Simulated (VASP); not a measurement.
# Si (P6_122) in VASP: density of states with PBE

Aim: the density of states of Si with PBE.

All numbers are computed with VASP 6.6.1; they aren't measurements. Logs are shortened: lines on timing, memory, paths and dates and some standing lists are left out, and cuts for length are marked.

## (1) The cell of the first run

The structure is hexagonal, space group P6_122 (No. 178). The conventional cell has a = 5.477 Å, b = 5.477 Å, c = 5.125 Å, α = 90.00°, β = 90.00°, γ = 120.00°. Si (site symmetry 2) has 4 Si at 2.37 to 2.38 Å within 3.1 Å.

## (2) Density of states, PBE

The input, POSCAR:

```
Si
1.0
    5.4770481876      0.0000000000      0.0000000000
   -2.7385240938      4.7432628682      0.0000000000
    0.0000000000      0.0000000000      5.1245175172
Si
6
Direct
    0.2325490815      0.4650981629      0.2500000000
    0.5349018371      0.7674509185      0.5833333333
    0.2325490815      0.7674509185      0.9166666667
    0.7674509185      0.5349018371      0.7500000000
    0.4650981629      0.2325490815      0.0833333333
    0.7674509185      0.2325490815      0.4166666667
```

The input, INCAR.step1:

```
  PREC = Accurate
  ENCUT = 520
  EDIFF = 1E-6
  ISMEAR = 0
  SIGMA = 0.02
  LREAL = F
  LASPH = T
  NELM = 60
  ALGO = Normal
  ISIF = 2
  LWAVE = F
  LCHARG = T
  GGA = PE
  NBANDS = 21
```

The input, KPOINTS.step1:

```
regular mesh
0
Gamma
  6 6 6
```

The input, INCAR.step2:

```
  PREC = Accurate
  ENCUT = 520
  EDIFF = 1E-6
  ISMEAR = -5
  SIGMA = 0.02
  LREAL = F
  LASPH = T
  NELM = 60
  ALGO = Normal
  ISIF = 2
  LWAVE = F
  LCHARG = F
  GGA = PE
  LORBIT = 10
  NBANDS = 21
  NEDOS = 2001
  ICHARG = 11
```

The input, KPOINTS.step2:

```
regular mesh
0
Gamma
  9 9 9
```

Potentials or basis: VASP PAW PBE potentials, release 64 (Si).

On the command line:

```sh
$ cat potpaw_PBE.64/Si/POTCAR > POTCAR
$ cp INCAR.step1 INCAR
$ cp KPOINTS.step1 KPOINTS
$ mpirun -np 1 vasp_std > vasp.out
$ cp INCAR.step2 INCAR
$ cp KPOINTS.step2 KPOINTS
$ mpirun -np 1 vasp_std > vasp.out
```

OUTCAR:

```text
PREC = Accurate
   ENCUT = 520
   EDIFF = 1E-6
   ISMEAR = -5
   LREAL = F
   LASPH = T
   NELM = 60
   ISIF = 2
   GGA = PE
   LORBIT = 10
   ICHARG = 11

 ion  position               nearest neighbor table
   1  0.233  0.465  0.250-   5 2.37   6 2.37   2 2.38   3 2.38
   2  0.535  0.767  0.583-   4 2.37   6 2.37   1 2.38   3 2.38
   3  0.233  0.767  0.917-   5 2.37   4 2.37   1 2.38   2 2.38
   4  0.767  0.535  0.750-   2 2.37   3 2.37   5 2.38   6 2.38
   5  0.465  0.233  0.083-   1 2.37   3 2.37   4 2.38   6 2.38
   6  0.767  0.233  0.417-   2 2.37   1 2.37   4 2.38   5 2.38

  LATTYP: Found a hexagonal cell.
 ALAT       =     5.4770481876
 C/A-ratio  =     0.9356349153

  Lattice vectors:

 A1 = (   5.4770481876,   0.0000000000,   0.0000000000)
 A2 = (  -2.7385240938,   4.7432628682,   0.0000000000)
 A3 = (   0.0000000000,   0.0000000000,   5.1245175172)

Analysis of symmetry for initial positions (statically):
=====================================================================
 Subroutine PRICEL returns:
 Original cell was already a primitive cell.

 Routine SETGRP: Setting up the symmetry group for a
 hexagonal supercell.

 Subroutine GETGRP returns: Found 12 space group operations
 (whereof  2 operations were pure point group operations)
 out of a pool of 24 trial point group operations.

The static configuration has the point symmetry C_2 .
 The point group associated with its full space group is D_6 .

Analysis of symmetry for dynamics (positions and initial velocities):
=====================================================================
 Subroutine PRICEL returns:
 Original cell was already a primitive cell.

 Routine SETGRP: Setting up the symmetry group for a
 hexagonal supercell.

 Subroutine GETGRP returns: Found 12 space group operations
 (whereof  2 operations were pure point group operations)
 out of a pool of 24 trial point group operations.

The dynamic configuration has the point symmetry C_2 .
 The point group associated with its full space group is D_6 .

 Subroutine INISYM returns: Found 12 space group operations
 (whereof  2 operations are pure point group operations),
 and found     1 'primitive' translations

----------------------------------------------------------------------------------------

                                     Primitive cell

[... 106 lines left out ...]
   ISIF   =      2    stress and relaxation
   ISYM   =      2    0-nonsym 1-usesym 2-fastsym
   POTIM  = 0.5000    time-step for ionic-motion
   TEBEG  =    0.0;   TEEND  =   0.0 temperature during run
   PSTRESS=    0.0 pullay stress
   NELECT =      24.0000    total number of electrons
   NUPDOWN=      -1.0000    fix difference up-down
   EMIN   =  10.00;   EMAX   =-10.00  energy-range for DOS
   EFERMI =   0.00;   METHOD = LEGACY
   ISMEAR =    -5;   SIGMA  =   0.02  broadening in eV -4-tet -1-fermi 0-gaus
   EFERMI_NEDOS =   21; number of points for ismear=-14 and -15
   IALGO  =     38    algorithm
   IMIX   =      4    mixing-type and parameters
     AMIX     =   0.40;   BMIX     =  1.00
     AMIX_MAG =   1.60;   BMIX_MAG =  1.00
  volume/ion in A,a.u.               =      22.19       149.73
  Fermi-wavevector in a.u.,A,eV,Ry     =   0.924811  1.747639 11.636729  0.855275
  Thomas-Fermi vector in A             =   2.050597
   LORBIT       =     10    0 simple, 1 ext, 2 COOP (PROOUT), +10 PAW based schemes
   GGA     = PE    functional components
   LHFCALC =     F    Hartree Fock is set to
   AEXX    =    0.0000 exact exchange contribution
   IVDW    =     0    specifies the selected vdW correction
   LEPSILON=     F    determine dielectric tensor
   LRPA    =     F    only Hartree local field effects (RPA)
 non-spin polarized calculation
 Fermi weights with tetrahedron method with Bloechl corrections
  energy-cutoff  :      520.00
  volume of cell :      133.13
 maximum number of plane-waves:      3613
 NGX is ok and might be reduce to    42

 number of electron      24.0000000 magnetization

 Free energy of the ion-electron system (eV)
  ---------------------------------------------------
  ext. energy  EPLUGINS =         0.00000000
  ---------------------------------------------------
  free energy    TOTEN  =       -32.23248048 eV

  energy without entropy =      -32.23248048  energy(sigma->0) =      -32.23248048

 E-fermi :   4.0569     XC(G=0):  -8.8295

 val. band max:        4.0485788308   @ k =   0.4444   0.0000   0.4444
 cond. band min:       5.5858848839   @ k =   0.1111   0.0000   0.2222
 fundamental gap:      1.5373060531
 Fermi energy:         4.0569029635

 k-point     1 :       0.0000    0.0000    0.0000
  band No.  band energies     occupation
      1      -6.8678      2.00000
      2      -2.6188      2.00000
      3      -2.6188      2.00000
      4      -2.3427      2.00000
      5      -1.1570      2.00000
      6      -1.1570      2.00000
[... 565 lines left out ...]
     20       9.8218      0.00000
     21       9.9928      0.00000

 [... further k-points ...]
[... 5 lines left out ...]
  --------------------------------------------------------------------------------------
  -------------------------------------------------------------------------------------
  Total       -0.0410410     -0.0410410     -0.0385918      0.0000000      0.0000000      0.0000000
  in kB       -0.4939140     -0.4939140     -0.4644390      0.0000000      0.0000000      0.0000000
  external PRESSURE =      -0.4840890 kB  Pullay stress =       0.0000000 kB

 VOLUME and BASIS-vectors are now :
 -----------------------------------------------------------------------------
  energy-cutoff  :      520.00
  volume of cell :      133.13
      direct lattice vectors                 reciprocal lattice vectors
     5.477048188  0.000000000  0.000000000     0.182580099  0.105412669  0.000000000
    -2.738524094  4.743262868  0.000000000     0.000000000  0.210825339  0.000000000
     0.000000000  0.000000000  5.124517517     0.000000000  0.000000000  0.195140322

 POSITION                                       TOTAL-FORCE (eV/Angst)
 -----------------------------------------------------------------------------------
      0.00000      2.20608      1.28113        -0.000000      0.001294     -0.000000
      0.82800      3.64022      2.98930        -0.001121     -0.000647      0.000000
     -0.82800      3.64022      4.69747         0.001121     -0.000647      0.000000
      2.73852      2.53718      3.84339        -0.000000     -0.001294      0.000000
      1.91052      1.10304      0.42704         0.001121      0.000647     -0.000000
      3.56652      1.10304      2.13522        -0.001121      0.000647     -0.000000
 -----------------------------------------------------------------------------------
    total drift:                               -0.000000      0.000000      0.000000

  FREE ENERGIE OF THE ION-ELECTRON SYSTEM (eV)
  ---------------------------------------------------
  free  energy   TOTEN  =       -32.2324804796 eV

  energy  without entropy=      -32.2324804796  energy(sigma->0) =      -32.23248048

 total charge

# of ion       s       p       d       tot
------------------------------------------
    1        0.756   0.920   0.000   1.676
    2        0.756   0.920   0.000   1.676
    3        0.756   0.920   0.000   1.676
    4        0.756   0.920   0.000   1.676
    5        0.756   0.920   0.000   1.676
    6        0.756   0.920   0.000   1.676
--------------------------------------------------
tot          4.536   5.521   0.000  10.057
```

OUTCAR.step1:

```text
PREC = Accurate
   ENCUT = 520
   EDIFF = 1E-6
   ISMEAR = 0
   LREAL = F
[... 816 lines left out ...]
     -0.82800      3.64022      4.69747         0.001341     -0.000774      0.000000
      2.73852      2.53718      3.84339        -0.000000     -0.001549     -0.000000
      1.91052      1.10304      0.42704         0.001341      0.000774      0.000000
      3.56652      1.10304      2.13522        -0.001341      0.000774     -0.000000
 -----------------------------------------------------------------------------------
    total drift:                               -0.000000      0.000000      0.000000

  FREE ENERGIE OF THE ION-ELECTRON SYSTEM (eV)
  ---------------------------------------------------
  free  energy   TOTEN  =       -32.2322223918 eV

  energy  without entropy=      -32.2322223918  energy(sigma->0) =      -32.23222239
```

Run time: 76 s. Hardware: 1 thread of Intel Xeon 6975P-C (Granite Rapids), shared host; peak memory 0.28 GiB.

Results:

```
Valence electrons inside the program's atomic spheres : Si 1.68
```
